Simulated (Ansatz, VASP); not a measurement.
## P: VASP beside Ansatz

File INCAR:

```
SYSTEM = P
PREC     = Accurate       ! precision mode
ENCUT    = 600            ! plane-wave cutoff, eV
EDIFF    = 1E-6           ! SCF threshold, eV
ISMEAR   = 0              ! smearing method
SIGMA    = 0.1            ! smearing width, eV
LREAL    = .FALSE.        ! projectors in reciprocal space
LASPH    = .TRUE.         ! aspherical terms in the spheres
NELM     = 60             ! most SCF steps
ALGO     = Normal         ! electronic algorithm
ISIF     = 3              ! what is computed and relaxed
LWAVE    = .FALSE.        ! write WAVECAR
LCHARG   = .FALSE.        ! write CHGCAR
GGA      = PE             ! functional
IBRION   = 2              ! ionic algorithm
NSW      = 90             ! ionic steps
EDIFFG   = -0.04          ! ionic threshold
```

KPOINTS

```
regular mesh
0
G
  6 6 6
  0 0 0
```

POSCAR

```
P
1.0
    4.0347473501      0.0000000000      0.0000000000
   -2.0173736750      3.4941937030      0.0000000000
    0.0000000000      0.0000000000      2.5042967216
P
2
Direct
    0.3333333333      0.6666666667      0.0000000000
    0.6666666667      0.3333333333      0.0000000000
```

Input for Ansatz:

```yaml
crystal:
  lattice:
    - [4.0347473501, 0.0, 0.0]
    - [-2.017373675, 3.494193703, 0.0]
    - [0.0, 0.0, 2.5042967216]
  atoms:
    - { symbol: P, position: [0.3333333333, 0.6666666667, 0.0] }
    - { symbol: P, position: [0.6666666667, 0.3333333333, 0.0] }
basis:
  ecutwfc: 420
kpoints:
  mp_grid: { grid: [6, 6, 6] }
hamiltonian:
  xc: pbe
scf:
  occupations: { method: gaussian, width: 0.1 }
  lower_state_search: "off"
output:
  forces: true
  stress: true
  eigenvalues: true
relax:
  adjacent_minimum: "off"
  f_tol: 0.04
  max_steps: 70
  cell: { stress_tol: 0.4 }
```

Alike in both runs: task relaxation of cell and atoms; functional PBE; k mesh 6 × 6 × 6; occupations gaussian, width 0.1 eV; no spin polarisation.

|  | VASP | Ansatz |
| --- | --- | --- |
| version | VASP 6.6.1 | Ansatz 0.2.0 |
| potentials or method | VASP PAW PBE potentials, release 64 (P), cutoff 600 eV | scalar-relativistic, plane waves, PAW |
| valence electrons in the cell | 10 | 10 |

```tsv
	VASP	Ansatz	Ansatz less VASP
gap on the k mesh at the Fermi level, each at its own relaxed structure (eV)	none	none	-
relaxed volume (Å³/atom)	17.34	17.38	+0.040
relaxed cell length with the largest relative difference (Å)	2.305	2.308	+0.0022
```

A gap of «none» marks a metal or a gap that the smearing closes.

The k mesh is coarse, so the values compare programs but aren't converged.
